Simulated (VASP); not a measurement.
# SiW12 in VASP: notebook, part 2 of 2

VASP 6.6.1. Earlier steps stand in the parts before.

## Step 3: Single point, PBE+D3(BJ)

File INCAR:

```
SYSTEM = SiW12
PREC = Accurate ; ENCUT = 520
EDIFF = 1E-6 ; ISMEAR = 0
SIGMA = 0.1 ; LREAL = .FALSE.
LASPH = .TRUE. ; NELM = 100
ALGO = Normal ; ISIF = 2
LWAVE = .FALSE. ; LCHARG = .FALSE.
LDIPOL = .TRUE. ; IDIPOL = 3
DIPOL = 0.5 0.5 0.302 ; GGA = PE
IVDW = 12 ; NBANDS = 98
```

File KPOINTS:

```
regular mesh
0
G
  5 5 1
  0 0 0
```

File POSCAR:

```
SiW12
1.0
    5.6644156868      0.0000000000      0.0000000000
    0.0000000000      5.6644156868      0.0000000000
    0.0000000000      0.0000000000     21.1500668291
W Si
12 1
Direct
    0.2500000000      0.2500000000      0.1891246979
    0.2500000000      0.7500000000      0.1891246979
    0.7500000000      0.2500000000      0.1891246979
    0.7500000000      0.7500000000      0.1891246979
    0.0000000000      0.0000000000      0.2848852803
    0.0000000000      0.5000000000      0.2848852803
    0.5000000000      0.0000000000      0.2848852803
    0.5000000000      0.5000000000      0.2848852803
    0.2500000000      0.2500000000      0.3806166143
    0.2500000000      0.7500000000      0.3806166143
    0.7500000000      0.2500000000      0.3806166143
    0.7500000000      0.7500000000      0.3806166143
    0.5000000000      0.5000000000      0.5130039029
```

Potentials or basis: VASP PAW PBE potentials, release 64 (W_sv, Si).

The run is started by

```bash
cat potpaw_PBE.64/W_sv/POTCAR potpaw_PBE.64/Si/POTCAR > POTCAR
mpirun -np 1 vasp_std > vasp.out
```

OUTCAR:

```text
SYSTEM = SiW12
   PREC = Accurate
   ENCUT = 520
   EDIFF = 1E-6
   ISMEAR = 0
   LREAL = .FALSE.
   LASPH = .TRUE.
   NELM = 100
   ISIF = 2
   GGA = PE
   IVDW = 12
 IVDW          = 12

 ion  position               nearest neighbor table
   1  0.250  0.250  0.189-   2 2.83   3 2.83   2 2.83   3 2.83   7 2.85   8 2.85   5 2.85   6 2.85

   2  0.250  0.750  0.189-   1 2.83   4 2.83   1 2.83   4 2.83   7 2.85   8 2.85   5 2.85   6 2.85

   3  0.750  0.250  0.189-   1 2.83   4 2.83   4 2.83   1 2.83   7 2.85   8 2.85   5 2.85   6 2.85
[... 15 lines left out ...]
  11  0.750  0.250  0.381-   9 2.83  12 2.83  12 2.83   9 2.83   5 2.85   6 2.85   7 2.85   8 2.85

  12  0.750  0.750  0.381-  10 2.83  11 2.83  11 2.83  10 2.83   5 2.85   6 2.85   7 2.85   8 2.85

  13  0.500  0.500  0.513-

  LATTYP: Found a simple tetragonal cell.
 ALAT       =     5.6644156868
 C/A-ratio  =     3.7338479375

  Lattice vectors:

 A1 = (   5.6644156868,   0.0000000000,   0.0000000000)
 A2 = (   0.0000000000,   5.6644156868,   0.0000000000)
 A3 = (   0.0000000000,   0.0000000000,  21.1500668291)

Analysis of symmetry for initial positions (statically):
=====================================================================
 Subroutine PRICEL returns:
 Original cell was already a primitive cell.

 Routine SETGRP: Setting up the symmetry group for a
 simple tetragonal supercell.

 Subroutine GETGRP returns: Found  8 space group operations
 (whereof  8 operations were pure point group operations)
 out of a pool of 16 trial point group operations.

The static configuration has the point symmetry C_4v.

Analysis of symmetry for dynamics (positions and initial velocities):
=====================================================================
 Subroutine PRICEL returns:
 Original cell was already a primitive cell.

 Routine SETGRP: Setting up the symmetry group for a
 simple tetragonal supercell.

[... 148 lines left out ...]
 number of electron     171.9999987 magnetization

 dipolmoment           0.000000      0.000000     -0.012050 electrons x Angstroem

 Free energy of the ion-electron system (eV)
  ---------------------------------------------------
  ext. energy  EPLUGINS =         0.00000000
  ---------------------------------------------------
  free energy    TOTEN  =      -140.50194059 eV

  energy without entropy =     -140.37841054  energy(sigma->0) =     -140.44017557

 E-fermi :   0.2271     XC(G=0):  -5.4117

 val. band max:        0.2217506213   @ k =   0.4000   0.2000   0.0000
 cond. band min:       0.2485762392   @ k =   0.2000   0.0000   0.0000
 fundamental gap:      0.0268256179
 Fermi energy:         0.2271105909

 k-point     1 :       0.0000    0.0000    0.0000
  band No.  band energies     occupation
      1     -73.7168      2.00000
      2     -73.6649      2.00000
      3     -73.6649      2.00000
      4     -73.6524      2.00000
      5     -73.6273      2.00000
      6     -73.5954      2.00000
[... 595 lines left out ...]
     97       1.2017      0.00000
     98       1.2902      0.00000

------------------------ aborting loop because EDIFF is reached ----------------------------------------

 vacuum level on the upper side and lower side of the slab       (xc-potential included)        -0.204        -0.114

 Edisp (eV)   -5.17357

 E8    (eV) :    -2.7384

  FORCE on cell =-STRESS in cart. coord.  units (eV):
  Direction    XX          YY          ZZ          XY          YZ          ZX
  --------------------------------------------------------------------------------------
  -------------------------------------------------------------------------------------
  Total     -36.12075   -36.12075    -8.20755     0.00000     0.00000    -0.00000
  in kB     -85.27965   -85.27965   -19.37770     0.00000     0.00000    -0.00000
  external pressure =      -63.31 kB  Pullay stress =        0.00 kB

 VOLUME and BASIS-vectors are now :
 -----------------------------------------------------------------------------
  energy-cutoff  :      520.00
  volume of cell :      678.61
      direct lattice vectors                 reciprocal lattice vectors
     5.664415687  0.000000000  0.000000000     0.176540716  0.000000000  0.000000000
     0.000000000  5.664415687  0.000000000     0.000000000  0.176540716  0.000000000
     0.000000000  0.000000000 21.150066829     0.000000000  0.000000000  0.047281174

 POSITION                                       TOTAL-FORCE (eV/Angst)
 -----------------------------------------------------------------------------------
      1.41610      1.41610      4.00000        -0.021810     -0.021810      0.092223
      1.41610      4.24831      4.00000        -0.021810      0.021810      0.092223
      4.24831      1.41610      4.00000         0.021810     -0.021810      0.092223
      4.24831      4.24831      4.00000         0.021810      0.021810      0.092223
      0.00000      0.00000      6.02534         0.000000      0.000000     -0.377868
      0.00000      2.83221      6.02534         0.000000      0.000000     -0.322454
      2.83221      0.00000      6.02534         0.000000      0.000000     -0.322454
      2.83221      2.83221      6.02534         0.000000      0.000000     -0.040602
      1.41610      1.41610      8.05007         0.124428      0.124428      0.947367
      1.41610      4.24831      8.05007         0.124428     -0.124428      0.947367
      4.24831      1.41610      8.05007        -0.124428      0.124428      0.947367
      4.24831      4.24831      8.05007        -0.124428     -0.124428      0.947367
      2.83221      2.83221     10.85007         0.000000      0.000000     -3.094979
 -----------------------------------------------------------------------------------
    total drift:                                0.000000      0.000000     -0.000411

  FREE ENERGIE OF THE ION-ELECTRON SYSTEM (eV)
  ---------------------------------------------------
  free  energy   TOTEN  =      -145.6755107626 eV

  energy  without entropy=     -145.5519807115  energy(sigma->0) =     -145.61374574

 vacuum level on the upper side and lower side of the slab         4.673         4.776
```

OSZICAR:

```text
N       E                     dE             d eps       ncg     rms          rms(c)
DAV:   1     0.206259685463E+04    0.20626E+04   -0.10537E+05  1512   0.162E+03
DAV:   2    -0.492132200913E+02   -0.21118E+04   -0.20832E+04  1324   0.497E+02
DAV:   3    -0.145290585853E+03   -0.96077E+02   -0.91918E+02  1438   0.102E+02
[... 23 lines left out ...]
DAV:  27    -0.140501924200E+03   -0.16493E-04   -0.11897E-06   856   0.287E-03    0.134E-03
DAV:  28    -0.140501935803E+03   -0.11602E-04   -0.76391E-07   840   0.154E-03    0.154E-03
DAV:  29    -0.140501938102E+03   -0.22989E-05   -0.30753E-07   760   0.218E-03    0.285E-04
DAV:  30    -0.140501939779E+03   -0.16777E-05   -0.15445E-07   752   0.104E-03    0.369E-04
DAV:  31    -0.140501940592E+03   -0.81225E-06   -0.78234E-08   744   0.720E-04
   1 F= -.14567551E+03 E0= -.14561375E+03  d E =-.123530E+00
```

stdout:

```text
POSCAR found type information on POSCAR W Si
 POSCAR found :  2 types and      13 ions
 scaLAPACK will be used
 LDA part: xc-table for (Slater+PW92), standard interpolation
 POSCAR, INCAR and KPOINTS ok, starting setup
 FFT: planning ... GRIDC
 FFT: planning ... GRID_SOFT
 FFT: planning ... GRID
 WAVECAR not read
 entering main loop
```

Run time: 19 min. Hardware: 1 thread of Intel Xeon Platinum 8488C (Sapphire Rapids), shared host; peak memory 0.72 GiB.

What came out:

```
Free energy                : -145.6755 eV
Largest force              : 3.095 eV/Å
Band gap on the k mesh     : zero (bands 86 and 87 overlap by 0.23 eV)
Dispersion energy per atom : -0.398 eV
```

Forces in eV/Å, atoms in the order of the input:
```
W   -0.022 -0.022  0.092
W   -0.022  0.022  0.092
W    0.022 -0.022  0.092
W    0.022  0.022  0.092
W    0.000  0.000 -0.378
W    0.000  0.000 -0.322
W    0.000  0.000 -0.322
W    0.000  0.000 -0.041
W    0.124  0.124  0.947
W    0.124 -0.124  0.947
W   -0.124  0.124  0.947
W   -0.124 -0.124  0.947
Si   0.000  0.000 -3.095
```

Caveat: spin-orbit coupling is left out, which moves the levels of the heavy elements.

The gap in the log of VASP goes by the Fermi energy; the results here count the filled bands.